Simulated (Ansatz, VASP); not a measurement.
# Ir: VASP beside Ansatz

```
Ir
1.0
     0.00000    2.66349    2.66349
     2.66349    0.00000    2.66349
     2.66349    2.66349    0.00000
Ir
2
Cartesian
  0.6659 0.6659 0.6659
  4.6611 4.6611 4.6611
```

Alike in both runs: task single point; functional LDA; k mesh 11 × 11 × 11; occupations fermi-dirac, width 0.1 eV; no spin polarisation.

|  | VASP | Ansatz |
| --- | --- | --- |
| version | VASP 6.6.1 | Ansatz 0.2.0 |
| potentials or method | VASP PAW LDA potentials, release 64 (Ir), cutoff 520 eV | plane waves (420 eV) with PAW, scalar-relativistic |
| valence electrons in the cell | 18 | 34 |

VASP gave:

```
pressure (GPa) : 21.6
```

Q: Which values does Ansatz return?

A: Pressure (GPa): 22.0.

Ansatz warns that its potentials were made for another functional, while VASP's fit it. LDA's correlation is that of Perdew and Zunger in VASP and of Perdew and Wang (1992) in Ansatz. VASP's potentials hold 18 valence electrons a cell and Ansatz's 34, so a difference there can come from the potentials and not from the codes.

Spin-orbit coupling is off throughout.
